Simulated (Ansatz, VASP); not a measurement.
AlN: VASP beside Ansatz

File INCAR:

```
ALGO = Normal ; EDIFF = 1E-7
EDIFFG = -0.001 ; ENCUT = 520
GGA = PS ; IBRION = 2
ISIF = 2 ; ISMEAR = 0
LASPH = T ; LCHARG = F
LREAL = F ; LWAVE = F
NELM = 80 ; NSW = 60
PREC = Accurate ; SIGMA = 0.05
```

KPOINTS

```
k-points
0
Gamma
  12 12 8
```

The input POSCAR:

```
AlN
1.0
    3.1138207702      0.0000000000      0.0000000000
   -1.5569103851      2.6966478898      0.0000000000
    0.0000000000      0.0000000000      4.9835885532
Al N
2 2
Direct
    0.3333333333      0.6666666667      0.0015085243
    0.6666666667      0.3333333333      0.5015085243
    0.3333333333      0.6666666667      0.3834914757
    0.6666666667      0.3333333333      0.8834914757
```

Input for Ansatz:

```yaml
crystal:
  lattice:
    - [3.1138207702, 0.0, 0.0]
    - [-1.5569103851, 2.6966478898, 0.0]
    - [0.0, 0.0, 4.9835885532]
  atoms:
    - { symbol: Al, position: [0.3333333333, 0.6666666667, 0.0015085243] }
    - { symbol: Al, position: [0.6666666667, 0.3333333333, 0.5015085243] }
    - { symbol: "N", position: [0.3333333333, 0.6666666667, 0.3834914757] }
    - { symbol: "N", position: [0.6666666667, 0.3333333333, 0.8834914757] }
basis:
  ecutwfc: 420
  ecutrho_ratio: 4
kpoints:
  mp_grid: { grid: [12, 12, 8] }
hamiltonian:
  xc: pbesol
scf:
  occupations: { method: gaussian, width: 0.05 }
output:
  forces: true
  stress: true
  eigenvalues: true
relax:
  f_tol: 0.001
  max_steps: 40
```

Alike in both runs: task relaxation of the atoms; functional PBEsol; k mesh 12 × 12 × 8; occupations gaussian, width 0.05 eV; no spin polarisation.

|  | VASP | Ansatz |
| --- | --- | --- |
| version | VASP 6.6.1 | Ansatz 0.2.0 |
| potentials or method | VASP PAW PBE potentials, release 64 (Al, N), cutoff 520 eV | scalar-relativistic, plane waves, PAW |
| valence electrons in the cell | 16 | 16 |

```csv
,VASP,Ansatz,Ansatz less VASP
"gap on the k mesh at the Fermi level, each at its own relaxed structure (eV)",4.11,4.09,-0.017
```

VASP's potentials were made for PBE, not for PBEsol. Ansatz's warnings: stress scf threshold loose.

Noted on VASP's run: the relaxation stopped at its first step, so nothing moved.
